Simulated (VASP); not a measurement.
Here is a VASP 6.6.1 calculation.

Contents of INCAR:

```
PREC = Accurate ; ENCUT = 520
EDIFF = 1E-6 ; ISMEAR = 0
SIGMA = 0.15 ; LREAL = F
LASPH = T ; NELM = 80
ALGO = Normal ; ISIF = 2
LWAVE = F ; LCHARG = F
GGA = PE ; NBANDS = 14
```

File KPOINTS:

```
Automatic mesh
0
Gamma
  12 12 12
```

Contents of POSCAR:

```
HfN
1.0
    0.0000000000      2.2738965622      2.2738965622
    2.2738965622      0.0000000000      2.2738965622
    2.2738965622      2.2738965622      0.0000000000
Hf N
1 1
Direct
   -0.0000579229      0.0000393444     -0.0000902147
    0.5000579229      0.4999606556      0.5000902147
```

Potentials or basis: VASP PAW PBE potentials, release 64 (Hf_pv, N).

Command:

```console
$ cat potpaw_PBE.64/Hf_pv/POTCAR potpaw_PBE.64/N/POTCAR > POTCAR
$ mpirun -np 1 vasp_std > vasp.out
```

What does it give for the largest force?

0.008 eV/Å.

Estimate the pressure.

-2.4 GPa.

Forces in eV/Å, atoms in the order of the input:
```
Hf   0.003  0.007  0.001
N   -0.003 -0.007 -0.001
```

Caveat: the cell differs from its parent crystal (all N atoms moved 0.2 Å in one direction, then relaxed in part).
